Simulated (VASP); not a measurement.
# CdS (P6_3/mmc) in VASP: a series of runs

Runs on CdS. Level: PBE. Tasks: single point.

Program: VASP 6.6.1. These are calculated values, not measurements. Logs are shortened: lines on timing, memory, paths and dates and some standing lists are left out, and cuts for length are marked.

## 1. The cell of the first run

Symmetry: P6_3/mmc, No. 194, hexagonal system. The conventional cell has a = 4.476 Å, b = 4.476 Å, c = 5.889 Å, α = 90.00°, β = 90.00°, γ = 120.00°. Cd (site symmetry -6m2) has 5 S at 2.58 to 2.94 Å within 3.4 Å. S (site symmetry -6m2) has 5 Cd at 2.58 to 2.94 Å within 3.4 Å.

## 2. Single point, PBE (25.55 Å³/atom)

The input, INCAR:

```
ALGO = Normal
EDIFF = 1E-7
ENCUT = 520
GGA = PE
ISIF = 2
ISMEAR = 0
LASPH = True
LCHARG = False
LREAL = False
LWAVE = False
NBANDS = 26
NELM = 100
PREC = Accurate
SIGMA = 0.01
```

The input, KPOINTS:

```
k-points
0
Gamma
  6 6 4
```

The input, POSCAR:

```
CdS
1.0
    4.4763750697      0.0000000000      0.0000000000
   -2.2381875348      3.8766545272      0.0000000000
    0.0000000000      0.0000000000      5.8885364010
Cd S
2 2
Direct
    0.3333333333      0.6666666667      0.2500000000
    0.6666666667      0.3333333333      0.7500000000
    0.6666666667      0.3333333333      0.2500000000
    0.3333333333      0.6666666667      0.7500000000
```

Potentials or basis: VASP PAW PBE potentials, release 64 (Cd, S).

Launch:

```console
> cat potpaw_PBE.64/Cd/POTCAR potpaw_PBE.64/S/POTCAR > POTCAR
> mpirun -np 1 vasp_std > vasp.out
```

OUTCAR:

```text
EDIFF = 1E-7
   ENCUT = 520
   GGA = PE
   ISIF = 2
   ISMEAR = 0
   LASPH = True
   LREAL = False
   NELM = 100
   PREC = Accurate

 ion  position               nearest neighbor table
   1  0.333  0.667  0.250-   3 2.58   3 2.58   3 2.58   4 2.94   4 2.94
   2  0.667  0.333  0.750-   4 2.58   4 2.58   4 2.58   3 2.94   3 2.94
   3  0.667  0.333  0.250-   1 2.58   1 2.58   1 2.58   2 2.94   2 2.94
   4  0.333  0.667  0.750-   2 2.58   2 2.58   2 2.58   1 2.94   1 2.94

  LATTYP: Found a hexagonal cell.
 ALAT       =     4.4763750697
 C/A-ratio  =     1.3154698410

  Lattice vectors:

 A1 = (   4.4763750697,   0.0000000000,   0.0000000000)
 A2 = (  -2.2381875348,   3.8766545272,   0.0000000000)
 A3 = (   0.0000000000,   0.0000000000,   5.8885364010)

Analysis of symmetry for initial positions (statically):
=====================================================================
 Subroutine PRICEL returns:
 Original cell was already a primitive cell.

 Routine SETGRP: Setting up the symmetry group for a
 hexagonal supercell.

 Subroutine GETGRP returns: Found 24 space group operations
 (whereof 12 operations were pure point group operations)
 out of a pool of 24 trial point group operations.

The static configuration has the point symmetry D_3d.
 The point group associated with its full space group is D_6h.

Analysis of symmetry for dynamics (positions and initial velocities):
=====================================================================
 Subroutine PRICEL returns:
 Original cell was already a primitive cell.

 Routine SETGRP: Setting up the symmetry group for a
 hexagonal supercell.

 Subroutine GETGRP returns: Found 24 space group operations
 (whereof 12 operations were pure point group operations)
 out of a pool of 24 trial point group operations.

The dynamic configuration has the point symmetry D_3d.
 The point group associated with its full space group is D_6h.

 Subroutine INISYM returns: Found 24 space group operations
 (whereof 12 operations are pure point group operations),
 and found     1 'primitive' translations

----------------------------------------------------------------------------------------

                                     Primitive cell

  volume of cell :     102.1859

  direct lattice vectors                    reciprocal lattice vectors
     4.476375070  0.000000000  0.000000000     0.223395043  0.128977188  0.000000000
    -2.238187535  3.876654527  0.000000000     0.000000000  0.257954376  0.000000000
     0.000000000  0.000000000  5.888536401     0.000000000  0.000000000  0.169821486

  length of vectors
     4.476375070  4.476375070  5.888536401     0.257954376  0.257954376  0.169821486

  position of ions in fractional coordinates (direct lattice)
     0.333333333  0.666666667  0.250000000
     0.666666667  0.333333333  0.750000000
     0.666666667  0.333333333  0.250000000
     0.333333333  0.666666667  0.750000000

  ion indices of the primitive-cell ions
   primitive index   ion index
                 1           1
                 2           2
                 3           3
                 4           4

----------------------------------------------------------------------------------------

 KPOINTS: k-points

Automatic generation of k-mesh.
 Grid dimensions read from file:
 generate k-points for:    6    6    4

 Generating k-lattice:

  Cartesian coordinates                     Fractional coordinates (reciprocal lattice)
     0.037232507  0.021496198  0.000000000     0.166666667  0.000000000  0.000000000
     0.000000000  0.042992396  0.000000000     0.000000000  0.166666667  0.000000000
     0.000000000  0.000000000  0.042455371     0.000000000  0.000000000  0.250000000

  Length of vectors
     0.042992396  0.042992396  0.042455371

  Shift w.r.t. Gamma in fractional coordinates (k-lattice)
     0.000000000  0.000000000  0.000000000

 Subroutine IBZKPT returns following result:
 ===========================================

 Found     21 irreducible k-points:

 Following reciprocal coordinates:
            Coordinates               Weight
  0.000000  0.000000  0.000000      1.000000
  0.166667  0.000000  0.000000      6.000000
  0.333333  0.000000  0.000000      6.000000
  0.500000  0.000000  0.000000      3.000000
  0.166667  0.166667  0.000000      6.000000
  0.333333  0.166667  0.000000     12.000000
[... 13 lines left out ...]
  0.333333  0.166667  0.500000     12.000000
  0.333333  0.333333  0.500000      2.000000
   k-points           NKPTS =     21   k-points in BZ     NKDIM =     21   number of bands    NBANDS=     26
   number of dos      NEDOS =    301   number of ions     NIONS =      4
   total plane-waves  NPLWV =  62208
   dimension x,y,z NGX =    36 NGY =   36 NGZ =   48
   dimension x,y,z NGXF=    72 NGYF=   72 NGZF=   96
   ions per type =               2   2
   NGX,Y,Z   is equivalent  to a cutoff of  13.37, 13.37, 13.55 a.u.
   NGXF,Y,Z  is equivalent  to a cutoff of  26.74, 26.74, 27.10 a.u.
 SYSTEM =  unknown system
   PREC   = accura    normal or accurate (medium, high low for compatibility)
   ISTART =      0    job   : 0-new  1-cont  2-samecut
   ICHARG =      2    charge: 1-file 2-atom 10-const
   ISPIN  =      1    spin polarized calculation?
   LNONCOLLINEAR =      F non collinear calculations
   LSORBIT =      F    spin-orbit coupling
   LASPH  =      T    aspherical Exc in radial PAW
   ENCUT  =  520.0 eV  38.22 Ry    6.18 a.u.   8.32  8.32 10.95*2*pi/ulx,y,z
   NELM   =    100;   NELMIN=  2; NELMDL= -5     # of ELM steps
   EDIFF  = 0.1E-06   stopping-criterion for ELM
   LREAL  =      F    real-space projection
   EDIFFG = 0.1E-05   stopping-criterion for IOM
   NSW    =      0    number of steps for IOM
   IBRION =     -1    ionic relax: 0-MD 1-quasi-New 2-CG
   NFREE  =      0    steps in history (QN), initial steepest desc. (CG)
   ISIF   =      2    stress and relaxation
   ISYM   =      2    0-nonsym 1-usesym 2-fastsym
   POTIM  = 0.5000    time-step for ionic-motion
   TEBEG  =    0.0;   TEEND  =   0.0 temperature during run
   PSTRESS=    0.0 pullay stress
   NELECT =      36.0000    total number of electrons
   NUPDOWN=      -1.0000    fix difference up-down
   EMIN   =  10.00;   EMAX   =-10.00  energy-range for DOS
   EFERMI =   0.00;   METHOD = LEGACY
   ISMEAR =     0;   SIGMA  =   0.01  broadening in eV -4-tet -1-fermi 0-gaus
   EFERMI_NEDOS =   21; number of points for ismear=-14 and -15
   IALGO  =     38    algorithm
   IMIX   =      4    mixing-type and parameters
     AMIX     =   0.40;   BMIX     =  1.00
     AMIX_MAG =   1.60;   BMIX_MAG =  1.00
  volume/ion in A,a.u.               =      25.55       172.40
  Fermi-wavevector in a.u.,A,eV,Ry     =   1.156233  2.184964 18.189285  1.336875
  Thomas-Fermi vector in A             =   2.292855
   LORBIT       =      0    0 simple, 1 ext, 2 COOP (PROOUT), +10 PAW based schemes
   GGA     = PE    functional components
   LHFCALC =     F    Hartree Fock is set to
   AEXX    =    0.0000 exact exchange contribution
   IVDW    =     0    specifies the selected vdW correction
   LEPSILON=     F    determine dielectric tensor
   LRPA    =     F    only Hartree local field effects (RPA)
 non-spin polarized calculation
 Gauss-broadening in eV      SIGMA  =   0.01
  energy-cutoff  :      520.00
  volume of cell :      102.19
 maximum number of plane-waves:      2773
 NGX is ok and might be reduce to    36
   NGX = 17   NGY = 17   NGZ = 21

 number of electron      35.9999999 magnetization

 Free energy of the ion-electron system (eV)
  ---------------------------------------------------
  ext. energy  EPLUGINS =         0.00000000
  ---------------------------------------------------
  free energy    TOTEN  =       -11.92581453 eV

  energy without entropy =      -11.92581453  energy(sigma->0) =      -11.92581453

 E-fermi :   1.1701     XC(G=0):  -9.0403

 val. band max:        1.1148234501   @ k =   0.3333   0.3333   0.5000
 cond. band min:       2.0355943645   @ k =   0.0000   0.0000   0.0000
 fundamental gap:      0.9207709145
 Fermi energy:         1.1700798559

 k-point     1 :       0.0000    0.0000    0.0000
  band No.  band energies     occupation
      1     -10.9891      2.00000
      2     -10.3804      2.00000
      3      -6.5394      2.00000
      4      -6.5394      2.00000
      5      -6.5302      2.00000
      6      -6.5302      2.00000
[... 18 lines left out ...]
     25       9.7595      0.00000
     26      10.1979      0.00000

 k-point     2 :       0.1667    0.0000    0.0000
  band No.  band energies     occupation
      1     -10.9013      2.00000
      2     -10.3604      2.00000
      3      -6.4988      2.00000
      4      -6.4959      2.00000
      5      -6.4843      2.00000
      6      -6.4774      2.00000
[... 18 lines left out ...]
     25       8.8777      0.00000
     26       9.6610      0.00000

 k-point     3 :       0.3333    0.0000    0.0000
  band No.  band energies     occupation
      1     -10.7006      2.00000
      2     -10.3427      2.00000
      3      -6.4043      2.00000
      4      -6.3862      2.00000
      5      -6.3658      2.00000
      6      -6.3267      2.00000
[... 18 lines left out ...]
     25       9.3938      0.00000
     26       9.4825      0.00000

 k-point     4 :       0.5000    0.0000    0.0000
  band No.  band energies     occupation
      1     -10.5686      2.00000
      2     -10.3640      2.00000
      3      -6.3562      2.00000
      4      -6.3059      2.00000
      5      -6.3042      2.00000
      6      -6.2999      2.00000
[... 18 lines left out ...]
     25       9.4069      0.00000
     26      11.0284      0.00000
[... 409 lines left out ...]
      1     -10.4893      2.00000
      2     -10.4893      2.00000
      3      -6.4638      2.00000
      4      -6.4638      2.00000
      5      -6.4208      2.00000
      6      -6.4208      2.00000
[... 18 lines left out ...]
     25       8.6441      0.00000
     26       8.6441      0.00000

 k-point    20 :       0.3333    0.1667    0.5000
  band No.  band energies     occupation
      1     -10.3987      2.00000
      2     -10.3987      2.00000
      3      -6.4197      2.00000
      4      -6.4197      2.00000
      5      -6.3613      2.00000
      6      -6.3613      2.00000
[... 18 lines left out ...]
     25       9.3275      0.00000
     26       9.3275      0.00000

 k-point    21 :       0.3333    0.3333    0.5000
  band No.  band energies     occupation
      1     -10.3689      2.00000
      2     -10.3689      2.00000
      3      -6.4275      2.00000
      4      -6.4275      2.00000
      5      -6.3233      2.00000
      6      -6.3233      2.00000
[... 18 lines left out ...]
     25       8.8340      0.00000
     26       8.8340      0.00000

------------------------ aborting loop because EDIFF is reached ----------------------------------------

  FORCE on cell =-STRESS in cart. coord.  units (eV):
  Direction    XX          YY          ZZ          XY          YZ          ZX
  --------------------------------------------------------------------------------------
  -------------------------------------------------------------------------------------
  Total       -0.8995750     -0.8995750     -0.6792154     -0.0000000      0.0000000      0.0000000
  in kB      -14.1044786    -14.1044786    -10.6494495     -0.0000000      0.0000000      0.0000000
  external PRESSURE =     -12.9528022 kB  Pullay stress =       0.0000000 kB

 VOLUME and BASIS-vectors are now :
 -----------------------------------------------------------------------------
  energy-cutoff  :      520.00
  volume of cell :      102.19
      direct lattice vectors                 reciprocal lattice vectors
     4.476375070  0.000000000  0.000000000     0.223395043  0.128977188  0.000000000
    -2.238187535  3.876654527  0.000000000     0.000000000  0.257954376  0.000000000
     0.000000000  0.000000000  5.888536401     0.000000000  0.000000000  0.169821486

 POSITION                                       TOTAL-FORCE (eV/Angst)
 -----------------------------------------------------------------------------------
     -0.00000      2.58444      1.47213         0.000000      0.000000     -0.000000
      2.23819      1.29222      4.41640        -0.000000      0.000000     -0.000000
      2.23819      1.29222      1.47213         0.000000     -0.000000      0.000000
     -0.00000      2.58444      4.41640        -0.000000      0.000000     -0.000000
 -----------------------------------------------------------------------------------
    total drift:                               -0.000000      0.000000      0.000000

  FREE ENERGIE OF THE ION-ELECTRON SYSTEM (eV)
  ---------------------------------------------------
  free  energy   TOTEN  =       -11.9258145295 eV

  energy  without entropy=      -11.9258145295  energy(sigma->0) =      -11.92581453
```

Run time: 63 s. Hardware: 1 thread of Intel Xeon Platinum 8259CL at 2.50GHz (Skylake/Cascade Lake), shared host; peak memory 0.25 GiB.

What came out:

```yaml
Free_energy: -11.9258 eV
Pressure: -1.3 GPa
Band_gap_on_the_k_mesh: 0.92 eV (least direct gap 1.14 eV)
```

## 3. Single point, PBE (26.29 Å³/atom)

This run uses another cell than the first one, of 26.29 Å³/atom.

The input, INCAR:

```
SYSTEM = CdS
ALGO     = Normal         ! electronic algorithm
EDIFF    = 1E-6           ! SCF threshold, eV
ENCUT    = 520            ! plane-wave cutoff, eV
GGA      = PE             ! functional
ISIF     = 2              ! what is computed and relaxed
ISMEAR   = 0              ! smearing method
LASPH    = .True.         ! aspherical terms in the spheres
LCHARG   = .True.         ! write CHGCAR
LELF     = .True.         ! ELF
LREAL    = .False.        ! projectors in reciprocal space
LVHAR    = .True.       
LWAVE    = .False.        ! write WAVECAR
NBANDS   = 26             ! bands
NELM     = 100            ! most SCF steps
PREC     = Accurate       ! precision mode
SIGMA    = 0.01           ! smearing width, eV
```

The input, KPOINTS:

```
k-points
0
Gamma
  6 6 4
  0 0 0
```

The input, POSCAR:

```
CdS
1.0
    4.5194197782      0.0000000000      0.0000000000
   -2.2597098891      3.9139323383      0.0000000000
    0.0000000000      0.0000000000      5.9451604170
Cd S
2 2
Direct
    0.3333333333      0.6666666667      0.2500000000
    0.6666666667      0.3333333333      0.7500000000
    0.6666666667      0.3333333333      0.2500000000
    0.3333333333      0.6666666667      0.7500000000
```

Potentials or basis: VASP PAW PBE potentials, release 64 (Cd, S).

Launch:

```console
> cat potpaw_PBE.64/Cd/POTCAR potpaw_PBE.64/S/POTCAR > POTCAR
> mpirun -np 1 vasp_std > vasp.out
```

It took 76 s on 1 thread of Intel Xeon Platinum 8259CL at 2.50GHz (Skylake/Cascade Lake), shared host; peak memory 0.25 GiB.

The run converged. Its results:

```
Free energy            : -11.8891 eV
Pressure               : -2.7 GPa
Band gap on the k mesh : 0.82 eV (least direct gap 1.01 eV)
```

Stress tensor (GPa, compression positive):
```
-2.91  0.00  0.00
 0.00 -2.91  0.00
 0.00  0.00 -2.15
```

Levels at points of the mesh, in eV from the valence-band top:
```tsv
k point	band 14	band 15	band 16	band 17	band 18	band 19	band 20	band 21	band 22	band 23
(0.00, 0.00, 0.00)	-1.09	-1.09	-0.26	-0.26	-0.19	0.82	0.94	5.74	5.74	7.00
(0.50, 0.00, 0.00)	-3.12	-2.14	-2.05	-1.07	-0.97	2.54	3.47	6.19	6.49	7.80
(0.00, 0.00, 0.50)	-2.02	-0.65	-0.65	-0.65	-0.65	2.62	2.62	5.87	5.87	5.87
(0.50, 0.00, 0.50)	-3.97	-1.57	-1.57	-0.32	-0.32	3.68	3.68	5.04	5.04	7.21
```

A k mesh can miss the band edges.
